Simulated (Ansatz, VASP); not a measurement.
## Two plane-wave programs on Al3Cu2

Contents of INCAR:

```
PREC     = Accurate       # precision mode
ENCUT    = 520            # plane-wave cutoff, eV
EDIFF    = 1E-7           # SCF threshold, eV
ISMEAR   = 0              # smearing method
SIGMA    = 0.15           # smearing width, eV
LREAL    = False          # projectors in reciprocal space
LASPH    = True           # aspherical terms in the spheres
NELM     = 60             # most SCF steps
ALGO     = Fast           # electronic algorithm
ISIF     = 2              # what is computed and relaxed
LWAVE    = False          # write WAVECAR
LCHARG   = False          # write CHGCAR
GGA      = PS             # functional
NBANDS   = 24             # bands
```

File KPOINTS:

```
Automatic mesh
0
Gamma
  12 12 10
```

POSCAR

```
Al3Cu2
1.0
    4.0985856014      0.0000000000      0.0000000000
   -2.0492928007      3.4429948729      0.0000000000
    0.0000000000      0.0000000000      4.9821008425
Al Cu
3 2
Direct
    0.0000000000      0.0000000000      0.0000000000
    0.3333333333      0.6666666667      0.3515059809
    0.6666666667      0.3333333333      0.6484940191
    0.3333333333      0.6666666667      0.8422899817
    0.6666666667      0.3333333333      0.1577100183
```

Input for Ansatz:

```yaml
crystal:
  lattice:
    - [4.0985856014, 0.0, 0.0]
    - [-2.0492928007, 3.4429948729, 0.0]
    - [0.0, 0.0, 4.9821008425]
  atoms:
    - { symbol: Al, position: [0.0, 0.0, 0.0] }
    - { symbol: Al, position: [0.3333333333, 0.6666666667, 0.3515059809] }
    - { symbol: Al, position: [0.6666666667, 0.3333333333, 0.6484940191] }
    - { symbol: Cu, position: [0.3333333333, 0.6666666667, 0.8422899817] }
    - { symbol: Cu, position: [0.6666666667, 0.3333333333, 0.1577100183] }
basis:
  ecutwfc: 420
kpoints:
  mp_grid: { grid: [12, 12, 10] }
hamiltonian:
  xc: pbesol
scf:
  occupations: { method: gaussian, width: 0.15 }
output:
  forces: true
  stress: true
  eigenvalues: true
```

Change from the starting cell: strain -0.0300 x Voigt [0, 1, 0, 0, 0, 0], atoms carried along.

Alike in both runs: task single point; functional PBEsol; k mesh 12 × 12 × 10; occupations gaussian, width 0.15 eV; no spin polarisation.

|  | VASP | Ansatz |
| --- | --- | --- |
| version | VASP 6.6.1 | Ansatz 0.2.0 |
| potentials or method | VASP PAW PBE potentials, release 64 (Al, Cu), cutoff 520 eV | scalar-relativistic, plane waves, PAW |
| valence electrons in the cell | 31 | 47 |

VASP gave:

| Property | Result |
| --- | --- |
| gap on the k mesh at the Fermi level (eV) | none |
| pressure (GPa) | 4.1 |
| traceless stress, the component that is largest in VASP (GPa) | 3.67 |
| rms of the force components (eV/Å) | 0.058 |

**Question.** What did Ansatz give for the same quantities?

**Answer.** gap on the k mesh at the Fermi level (eV): none; pressure (GPa): 3.8; traceless stress, the component that is largest in VASP (GPa): 3.70; rms of the force components (eV/Å): 0.057.

VASP's potentials were made for PBE, not for PBEsol. Atom by atom the forces differ by 0.002 eV/Å (rms over components). A gap of «none» marks a metal or a gap that the smearing closes. With one functional, cell and mesh, what is left measures potentials, basis and numerics. VASP's potentials hold 31 valence electrons a cell and Ansatz's 47, so a difference there can come from the potentials and not from the codes.
